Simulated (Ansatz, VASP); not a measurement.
## One calculation of CaSe, two programs

Contents of INCAR:

```
ALGO = Normal ; EDIFF = 1E-6
ENCUT = 520 ; GGA = PE
ISIF = 2 ; ISMEAR = -1
LASPH = T ; LCHARG = F
LREAL = F ; LWAVE = F
NBANDS = 15 ; NELM = 60
PREC = Accurate ; SIGMA = 0.08
```

The input KPOINTS:

```
k-points
0
Gamma
  12 12 12
```

Contents of POSCAR:

```
CaSe
1.0
    0.0000000000      2.2828093150      2.2828093150
    2.2828093150      0.0000000000      2.2828093150
    2.2828093150      2.2828093150      0.0000000000
Ca Se
1 1
Direct
    0.0000000000      0.0000000000      0.0000000000
    0.5000000000      0.5000000000      0.5000000000
```

Input for Ansatz:

```yaml
crystal:
  lattice:
    - [0.0, 2.282809315, 2.282809315]
    - [2.282809315, 0.0, 2.282809315]
    - [2.282809315, 2.282809315, 0.0]
  atoms:
    - { symbol: Ca, position: [0.0, 0.0, 0.0] }
    - { symbol: Se, position: [0.5, 0.5, 0.5] }
kpoints:
  mp_grid: { grid: [12, 12, 12] }
scf:
  occupations: { method: fermi_dirac, width: 0.08 }
hamiltonian:
  xc: pbe
  pseudopotentials: { kind: all_electron, lapw: { basis_error: 0.001 } }
output:
  forces: true
  stress: true
  eigenvalues: true
  populations: true
```

Change from the starting cell: volume scaled by 0.45, LAPW.

Alike in both runs: task single point; functional PBE; k mesh 12 × 12 × 12; occupations fermi-dirac, width 0.08 eV; no spin polarisation.

|  | VASP | Ansatz |
| --- | --- | --- |
| version | VASP 6.6.1 | Ansatz 0.2.0 |
| potentials or method | VASP PAW PBE potentials, release 64 (Ca_sv, Se), cutoff 520 eV | all-electron LAPW, scalar-relativistic |

```tsv
	VASP	Ansatz	Ansatz less VASP
pressure (GPa)	184.0	181.8	-2.21
```

Both programs put the cell under a high pressure, so it lies far from rest at this level. Ansatz ran all-electron here, and VASP with PAW potentials.

Noted on VASP's run: the cell as given lies far from equilibrium.
